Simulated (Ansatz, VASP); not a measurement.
**Two plane-wave programs on Hg**

Contents of INCAR:

```
SYSTEM = Hg
ALGO = Fast
EDIFF = 1E-6
ENCUT = 520
GGA = PS
ISIF = 2
ISMEAR = 0
IVDW = 12
LASPH = .TRUE.
LCHARG = .TRUE.
LELF = .TRUE.
LREAL = .FALSE.
LVHAR = .TRUE.
LWAVE = .FALSE.
NBANDS = 19
NELM = 80
PREC = Accurate
SIGMA = 0.15
```

File KPOINTS:

```
k-points
0
G
  18 18 10
  0 0 0
```

The input POSCAR:

```
Hg
1.0
    3.0752000000      0.0000000000      0.0000000000
   -1.5376000000      2.6632013217      0.0000000000
    0.0000000000      0.0000000000      5.6014000000
Hg
2
Direct
    0.6666666667      0.3333333333      0.7500000000
    0.3333333333      0.6666666667      0.2500000000
```

Input for Ansatz:

```yaml
crystal:
  lattice:
    - [3.0752, 0.0, 0.0]
    - [-1.5376, 2.6632013217, 0.0]
    - [0.0, 0.0, 5.6014]
  atoms:
    - { symbol: Hg, position: [0.6666666667, 0.3333333333, 0.75] }
    - { symbol: Hg, position: [0.3333333333, 0.6666666667, 0.25] }
basis:
  ecutwfc: 420
kpoints:
  mp_grid: { grid: [18, 18, 10] }
hamiltonian:
  xc: pbesol
  dispersion: d3bj
scf:
  occupations: { method: gaussian, width: 0.15 }
output:
  forces: true
  stress: true
  eigenvalues: true
```

Alike in both runs: task single point; functional PBEsol; dispersion D3(BJ); k mesh 18 × 18 × 10; occupations gaussian, width 0.15 eV; no spin polarisation.

|  | VASP | Ansatz |
| --- | --- | --- |
| version | VASP 6.6.1 | Ansatz 0.2.0 |
| potentials or method | VASP PAW PBE potentials, release 64 (Hg), cutoff 520 eV | scalar-relativistic, plane waves, PAW |
| valence electrons in the cell | 24 | 40 |

VASP gave:

- gap on the k mesh at the Fermi level (eV): none
- pressure (GPa): -1.7
- traceless stress, the component that is largest in VASP (GPa): -1.10

Task: What did Ansatz give for the same quantities?

Result: gap on the k mesh at the Fermi level (eV): none; pressure (GPa): -2.2; traceless stress, the component that is largest in VASP (GPa): -0.94.

VASP's potentials were made for PBE, not for PBEsol. A gap of «none» marks a metal or a gap that the smearing closes. VASP's potentials hold 24 valence electrons a cell and Ansatz's 40, so a difference there can come from the potentials and not from the codes.

Spin-orbit coupling is off throughout.
